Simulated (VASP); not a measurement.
Set up this calculation in VASP 6.6.1, as the native input.

```yaml
Task: single point
Functional: PBE
Potentials_or_basis: VASP PAW PBE potentials, release 64 (In_d, Sb)
Cutoff: 520 eV
k_mesh: 10 × 10 × 10
Occupations: gaussian, width 0.15 eV
Spin: no spin polarisation
Dipole_correction: no
Further_INCAR_settings: ALGO = Normal; EDIFF = 1e-06; NBANDS = 22
```

The structure of InSb3 lies in POSCAR:

```
InSb3
1.0
    4.4063244213      0.0000000000      0.0000000000
    0.0000000000      4.4063244213      0.0000000000
    0.0000000000      0.0000000000      5.2858267757
In Sb
1 3
Direct
    0.0000000000      0.0000000000      0.0000000000
    0.5000000000      0.0000000000      0.5000000000
    0.0000000000      0.5000000000      0.5000000000
    0.5000000000      0.5000000000      0.0000000000
```

These files were run (other wordings do the same):

INCAR

```
PREC = Accurate
ENCUT = 520
EDIFF = 1E-6
ISMEAR = 0
SIGMA = 0.15
LREAL = False
LASPH = True
NELM = 60
ALGO = Normal
ISIF = 2
LWAVE = False
LCHARG = False
GGA = PE
NBANDS = 22
```

KPOINTS

```
Automatic mesh
0
Gamma
  10 10 10
```

Potentials or basis: VASP PAW PBE potentials, release 64 (In_d, Sb).

The run is started by

```console
$ cat potpaw_PBE.64/In_d/POTCAR potpaw_PBE.64/Sb/POTCAR > POTCAR
$ mpirun -np 1 vasp_std > vasp.out
```

It gave:

```yaml
Pressure: 5.4 GPa
Band_gap_on_the_k_mesh: zero (bands 14 and 15 overlap by 3.66 eV)
```

Caveat: the cell stands under pressure; spin-orbit coupling is left out, which moves the levels of the heavy elements.

It took 93 s on 1 thread of Intel(R) Xeon(R) 6975P-C (Granite Rapids), with other jobs on the host, peak memory 0.41 GiB.
